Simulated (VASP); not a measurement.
# MgBe2I6 (P1) in VASP: single point with PBE

Aim: the single point of MgBe2I6 with PBE.

Program: VASP 6.6.1. These are calculated values, not measurements. Logs are shortened: lines on timing, memory, paths and dates and some standing lists are left out, and cuts for length are marked.

## 1. The cell of the first run

The typed cell holds 9 atoms: a = 7.242 Å, b = 7.256 Å, c = 9.143 Å, α = 67.12°, β = 67.85°, γ = 59.92°.

## 2. Single point, PBE

INCAR

```
SYSTEM = MgBe2I6
  PREC = Accurate
  ENCUT = 520
  EDIFF = 1E-7
  ISMEAR = 0
  SIGMA = 0.1
  LREAL = .False.
  LASPH = .True.
  NELM = 80
  ALGO = Normal
  ISIF = 2
  LWAVE = .False.
  LCHARG = .False.
  GGA = PE
  NBANDS = 34
```

KPOINTS

```
regular mesh
0
Gamma
  3 3 3
  0 0 0
```

POSCAR

```
MgBe2I6
1.0
   -3.6287174161      6.2667542480     -0.0784554668
   -7.2556651067      0.0003186067     -0.0323429288
   -3.5915550373      2.0061831263      8.1654503045
Mg Be I
1 2 6
Direct
   -0.0008047729      0.0007956680     -0.0000577849
    0.7281096929      0.7337481229      0.8032815223
    0.2719638614      0.2665395458      0.1964288565
    0.2474454831      0.9502462977      0.2181058200
    0.5935042258      0.2394458649      0.2188258353
    0.9561962075      0.5872313726      0.2170473483
    0.7530629517      0.0505400365      0.7804148389
    0.4064243372      0.7585743703      0.7831384972
    0.0440980133      0.4128787212      0.7828150664
```

Potentials or basis: VASP PAW PBE potentials, release 64 (Mg, Be, I).

Launch:

```sh
cat potpaw_PBE.64/Mg/POTCAR potpaw_PBE.64/Be/POTCAR potpaw_PBE.64/I/POTCAR > POTCAR
mpirun -np 1 vasp_std > vasp.out
```

OUTCAR:

```text
SYSTEM = MgBe2I6
   PREC = Accurate
   ENCUT = 520
   EDIFF = 1E-7
   ISMEAR = 0
   LREAL = .False.
   LASPH = .True.
   NELM = 80
   ISIF = 2
   GGA = PE

 ion  position               nearest neighbor table
   1  0.999  0.001  1.000-   5 2.97   4 2.97   8 2.97   7 2.97   9 2.98   6 2.98
   2  0.728  0.734  0.803-   9 2.32   8 2.32   7 2.32
   3  0.272  0.267  0.196-   6 2.32   4 2.32   5 2.32
   4  0.247  0.950  0.218-   3 2.32   1 2.97
   5  0.594  0.239  0.219-   3 2.32   1 2.97
   6  0.956  0.587  0.217-   3 2.32   1 2.98
   7  0.753  0.051  0.780-   2 2.32   1 2.97
   8  0.406  0.759  0.783-   2 2.32   1 2.97
   9  0.044  0.413  0.783-   2 2.32   1 2.98

  LATTYP: Found a triclinic cell.
 ALAT       =     9.2007069819
 B/A-ratio  =     1.0086030922
 C/A-ratio  =     0.7886064857
 COS(alpha) =     0.0079846936
 COS(beta)  =     0.4022003740
 COS(gamma) =     0.6930309427

  Lattice vectors:

 A1 = (   3.6641100694,   2.0058645196,   8.1977932333)
 A2 = (   0.0371623788,  -4.2605711217,   8.2439057713)
 A3 = (   7.2556651067,  -0.0003186067,   0.0323429288)

Analysis of symmetry for initial positions (statically):
=====================================================================
 Subroutine PRICEL returns:
 Original cell was already a primitive cell.

 Routine SETGRP: Setting up the symmetry group for a
 triclinic supercell.

 Subroutine GETGRP returns: Found  1 space group operations
 (whereof  1 operations were pure point group operations)
 out of a pool of  2 trial point group operations.

The static configuration has the point symmetry C_1 .

Analysis of symmetry for dynamics (positions and initial velocities):
=====================================================================
 Subroutine PRICEL returns:
 Original cell was already a primitive cell.

 Routine SETGRP: Setting up the symmetry group for a
 triclinic supercell.

 Subroutine GETGRP returns: Found  1 space group operations
 (whereof  1 operations were pure point group operations)
 out of a pool of  2 trial point group operations.

The dynamic configuration has the point symmetry C_1 .

 Subroutine INISYM returns: Found  1 space group operations
 (whereof  1 operations are pure point group operations),
 and found     1 'primitive' translations

----------------------------------------------------------------------------------------

                                     Primitive cell

  volume of cell :     372.9037

  direct lattice vectors                    reciprocal lattice vectors
    -3.628717416  6.266754248 -0.078455467     0.000180978  0.159188382 -0.039031657
    -7.255665107  0.000318607 -0.032342929    -0.137644836 -0.080213444 -0.040834998
    -3.591555037  2.006183126  8.165450305    -0.000543465  0.001211796  0.121930450

  length of vectors
     7.241957895  7.255737199  9.143227931     0.163903765  0.164462137  0.121937683

  position of ions in fractional coordinates (direct lattice)
     0.999195227  0.000795668  0.999942215
     0.728109693  0.733748123  0.803281522
     0.271963861  0.266539546  0.196428856
     0.247445483  0.950246298  0.218105820
     0.593504226  0.239445865  0.218825835
     0.956196207  0.587231373  0.217047348
     0.753062952  0.050540037  0.780414839
     0.406424337  0.758574370  0.783138497
     0.044098013  0.412878721  0.782815066

  ion indices of the primitive-cell ions
   primitive index   ion index
                 1           1
                 2           2
                 3           3
                 4           4
                 5           5
                 6           6
                 7           7
                 8           8
                 9           9

----------------------------------------------------------------------------------------

 KPOINTS: regular mesh

Automatic generation of k-mesh.
 Grid dimensions read from file:
 generate k-points for:    3    3    3

 Generating k-lattice:

  Cartesian coordinates                     Fractional coordinates (reciprocal lattice)
     0.000060326  0.053062794 -0.013010552     0.333333333  0.000000000 -0.000000000
    -0.045881612 -0.026737815 -0.013611666     0.000000000  0.333333333  0.000000000
    -0.000181155  0.000403932  0.040643483     0.000000000 -0.000000000  0.333333333

  Length of vectors
     0.054634588  0.054820712  0.040645894

  Shift w.r.t. Gamma in fractional coordinates (k-lattice)
     0.000000000  0.000000000  0.000000000

 Subroutine IBZKPT returns following result:
 ===========================================

 Found     14 irreducible k-points:

 Following reciprocal coordinates:
            Coordinates               Weight
  0.000000  0.000000  0.000000      1.000000
  0.333333  0.000000 -0.000000      2.000000
  0.000000  0.333333  0.000000      2.000000
  0.333333  0.333333  0.000000      2.000000
 -0.333333  0.333333 -0.000000      2.000000
  0.000000 -0.000000  0.333333      2.000000
  0.333333 -0.000000  0.333333      2.000000
 -0.333333 -0.000000  0.333333      2.000000
  0.000000  0.333333  0.333333      2.000000
  0.333333  0.333333  0.333333      2.000000
 -0.333333  0.333333  0.333333      2.000000
 -0.000000 -0.333333  0.333333      2.000000
  0.333333 -0.333333  0.333333      2.000000
 -0.333333 -0.333333  0.333333      2.000000
   k-points           NKPTS =     14   k-points in BZ     NKDIM =     14   number of bands    NBANDS=     34
   number of dos      NEDOS =    301   number of ions     NIONS =      9
   total plane-waves  NPLWV = 204120
   dimension x,y,z NGX =    54 NGY =   54 NGZ =   70
   dimension x,y,z NGXF=   108 NGYF=  108 NGZF=  140
   ions per type =               1   2   6
   NGX,Y,Z   is equivalent  to a cutoff of  12.40, 12.37, 12.73 a.u.
   NGXF,Y,Z  is equivalent  to a cutoff of  24.79, 24.75, 25.46 a.u.
 SYSTEM =  MgBe2I6
   PREC   = accura    normal or accurate (medium, high low for compatibility)
   ISTART =      0    job   : 0-new  1-cont  2-samecut
   ICHARG =      2    charge: 1-file 2-atom 10-const
   ISPIN  =      1    spin polarized calculation?
   LNONCOLLINEAR =      F non collinear calculations
   LSORBIT =      F    spin-orbit coupling
   LASPH  =      T    aspherical Exc in radial PAW
   ENCUT  =  520.0 eV  38.22 Ry    6.18 a.u.  13.47 13.49 17.00*2*pi/ulx,y,z
   NELM   =     80;   NELMIN=  2; NELMDL= -5     # of ELM steps
   EDIFF  = 0.1E-06   stopping-criterion for ELM
   LREAL  =      F    real-space projection
   EDIFFG = 0.1E-05   stopping-criterion for IOM
   NSW    =      0    number of steps for IOM
   IBRION =     -1    ionic relax: 0-MD 1-quasi-New 2-CG
   NFREE  =      0    steps in history (QN), initial steepest desc. (CG)
   ISIF   =      2    stress and relaxation
   ISYM   =      2    0-nonsym 1-usesym 2-fastsym
   POTIM  = 0.5000    time-step for ionic-motion
   TEBEG  =    0.0;   TEEND  =   0.0 temperature during run
   PSTRESS=    0.0 pullay stress
   NELECT =      48.0000    total number of electrons
   NUPDOWN=      -1.0000    fix difference up-down
   EMIN   =  10.00;   EMAX   =-10.00  energy-range for DOS
   EFERMI =   0.00;   METHOD = LEGACY
   ISMEAR =     0;   SIGMA  =   0.10  broadening in eV -4-tet -1-fermi 0-gaus
   EFERMI_NEDOS =   21; number of points for ismear=-14 and -15
   IALGO  =     38    algorithm
   IMIX   =      4    mixing-type and parameters
     AMIX     =   0.40;   BMIX     =  1.00
     AMIX_MAG =   1.60;   BMIX_MAG =  1.00
  volume/ion in A,a.u.               =      41.43       279.61
  Fermi-wavevector in a.u.,A,eV,Ry     =   0.826589  1.562027  9.296175  0.683250
  Thomas-Fermi vector in A             =   1.938647
   LORBIT       =      0    0 simple, 1 ext, 2 COOP (PROOUT), +10 PAW based schemes
   GGA     = PE    functional components
   LHFCALC =     F    Hartree Fock is set to
   AEXX    =    0.0000 exact exchange contribution
   IVDW    =     0    specifies the selected vdW correction
   LEPSILON=     F    determine dielectric tensor
   LRPA    =     F    only Hartree local field effects (RPA)
 non-spin polarized calculation
 Gauss-broadening in eV      SIGMA  =   0.10
  energy-cutoff  :      520.00
  volume of cell :      372.90
 maximum number of plane-waves:     10082
 NGX is ok and might be reduce to    54
   NGX = 27   NGY = 27   NGZ = 33

 number of electron      48.0000001 magnetization

 Free energy of the ion-electron system (eV)
  ---------------------------------------------------
  ext. energy  EPLUGINS =         0.00000000
  ---------------------------------------------------
  free energy    TOTEN  =       -24.06315625 eV

  energy without entropy =      -24.06315625  energy(sigma->0) =      -24.06315625

 E-fermi :   0.8451     XC(G=0):  -7.0695

 val. band max:        0.3596277054   @ k =   0.0000   0.0000   0.0000
 cond. band min:       3.6608392165   @ k =   0.0000  -0.0000   0.3333
 fundamental gap:      3.3012115111
 Fermi energy:         0.8451314029

 k-point     1 :       0.0000    0.0000    0.0000
  band No.  band energies     occupation
      1     -11.4327      2.00000
      2     -11.1542      2.00000
      3     -10.7564      2.00000
      4     -10.7490      2.00000
      5     -10.7334      2.00000
      6     -10.7324      2.00000
[... 26 lines left out ...]
     33       6.8544      0.00000
     34       7.0125      0.00000

 k-point     2 :       0.3333    0.0000   -0.0000
  band No.  band energies     occupation
      1     -11.2865      2.00000
      2     -11.0803      2.00000
      3     -10.9015      2.00000
      4     -10.8113      2.00000
      5     -10.7996      2.00000
      6     -10.7360      2.00000
[... 26 lines left out ...]
     33       6.8468      0.00000
     34       7.1176      0.00000

 k-point     3 :       0.0000    0.3333    0.0000
  band No.  band energies     occupation
      1     -11.2876      2.00000
      2     -11.0839      2.00000
      3     -10.8956      2.00000
      4     -10.8133      2.00000
      5     -10.8013      2.00000
      6     -10.7328      2.00000
[... 26 lines left out ...]
     33       6.8300      0.00000
     34       7.1323      0.00000

 k-point     4 :       0.3333    0.3333    0.0000
  band No.  band energies     occupation
      1     -11.2822      2.00000
      2     -11.0845      2.00000
      3     -10.9011      2.00000
      4     -10.8164      2.00000
      5     -10.8066      2.00000
      6     -10.7249      2.00000
[... 26 lines left out ...]
     33       6.8497      0.00000
     34       7.1901      0.00000

 k-point     5 :      -0.3333    0.3333   -0.0000
  band No.  band energies     occupation
      1     -11.0893      2.00000
      2     -11.0869      2.00000
      3     -11.0317      2.00000
      4     -10.8442      2.00000
      5     -10.8031      2.00000
      6     -10.7896      2.00000
[... 251 lines left out ...]
 k-point    12 :      -0.0000   -0.3333    0.3333
  band No.  band energies     occupation
      1     -11.2702      2.00000
      2     -11.1000      2.00000
      3     -10.9041      2.00000
      4     -10.8168      2.00000
      5     -10.7957      2.00000
      6     -10.7298      2.00000
[... 26 lines left out ...]
     33       6.9831      0.00000
     34       7.0928      0.00000

 k-point    13 :       0.3333   -0.3333    0.3333
  band No.  band energies     occupation
      1     -11.0900      2.00000
      2     -11.0851      2.00000
      3     -11.0307      2.00000
      4     -10.8453      2.00000
      5     -10.8039      2.00000
      6     -10.7902      2.00000
[... 26 lines left out ...]
     33       6.5818      0.00000
     34       7.0085      0.00000

 k-point    14 :      -0.3333   -0.3333    0.3333
  band No.  band energies     occupation
      1     -11.2696      2.00000
      2     -11.0981      2.00000
      3     -10.9099      2.00000
      4     -10.8141      2.00000
      5     -10.7982      2.00000
      6     -10.7267      2.00000
[... 26 lines left out ...]
     33       6.9926      0.00000
     34       7.1006      0.00000

------------------------ aborting loop because EDIFF is reached ----------------------------------------

  FORCE on cell =-STRESS in cart. coord.  units (eV):
  Direction    XX          YY          ZZ          XY          YZ          ZX
  --------------------------------------------------------------------------------------
  -------------------------------------------------------------------------------------
  Total       -0.0130078      0.0504707     -0.0157499      0.0113919      0.0093965     -0.0476596
  in kB       -0.0558879      0.2168470     -0.0676692      0.0489454      0.0403721     -0.2047691
  external PRESSURE =       0.0310966 kB  Pullay stress =       0.0000000 kB

 VOLUME and BASIS-vectors are now :
 -----------------------------------------------------------------------------
  energy-cutoff  :      520.00
  volume of cell :      372.90
      direct lattice vectors                 reciprocal lattice vectors
    -3.628717416  6.266754248 -0.078455467     0.000180978  0.159188382 -0.039031657
    -7.255665107  0.000318607 -0.032342929    -0.137644836 -0.080213444 -0.040834998
    -3.591555037  2.006183126  8.165450305    -0.000543465  0.001211796  0.121930450

 POSITION                                       TOTAL-FORCE (eV/Angst)
 -----------------------------------------------------------------------------------
     -7.22292      8.26778      8.08656         0.003243      0.004331     -0.000260
    -10.85096      6.17465      6.47830        -0.001762     -0.001479      0.006100
     -3.62629      2.09849      1.57397        -0.001391      0.003771     -0.003757
     -8.57592      1.98854      1.73079         0.031622     -0.000305      0.000608
     -4.67692      4.15843      1.73250        -0.020445      0.017713     -0.003282
     -8.51006      6.42787      1.67828        -0.024030     -0.021933     -0.001957
     -5.90226      6.28493      6.31172        -0.020610      0.001252      0.006693
     -9.79145      4.11832      6.33826         0.012690     -0.016565     -0.005822
     -5.96725      1.84695      6.37522         0.020683      0.013214      0.001677
 -----------------------------------------------------------------------------------
    total drift:                                0.000024      0.000095     -0.000048

  FREE ENERGIE OF THE ION-ELECTRON SYSTEM (eV)
  ---------------------------------------------------
  free  energy   TOTEN  =       -24.0631562457 eV

  energy  without entropy=      -24.0631562457  energy(sigma->0) =      -24.06315625
```

Wall time 2.5 min (1 thread of AMD EPYC 9R45 (Zen 5), shared host); peak memory 0.52 GiB.

What came out:

- Free energy: -24.0632 eV
- Pressure: 0.0 GPa
- Largest force: 0.033 eV/Å
- Band gap on the k mesh: 3.30 eV (least direct gap 3.34 eV)

Forces on the atoms (eV/Å):
```
Mg   0.003  0.004  0.000
Be  -0.002 -0.001  0.006
Be  -0.001  0.004 -0.004
I    0.032  0.000  0.001
I   -0.020  0.018 -0.003
I   -0.024 -0.022 -0.002
I   -0.021  0.001  0.007
I    0.013 -0.017 -0.006
I    0.021  0.013  0.002
```

Levels at points of the mesh, in eV from the valence-band top:
```tsv
k point	band 21	band 22	band 23	band 24	band 25	band 26	band 27	band 28
(0.00, 0.00, 0.00)	-0.24	-0.23	-0.01	0.00	3.37	3.85	4.36	5.13
```

Caveat: spin-orbit coupling is left out, which moves the levels of the heavy elements; an odd mesh through Γ misses points on the zone boundary, where band edges can lie.
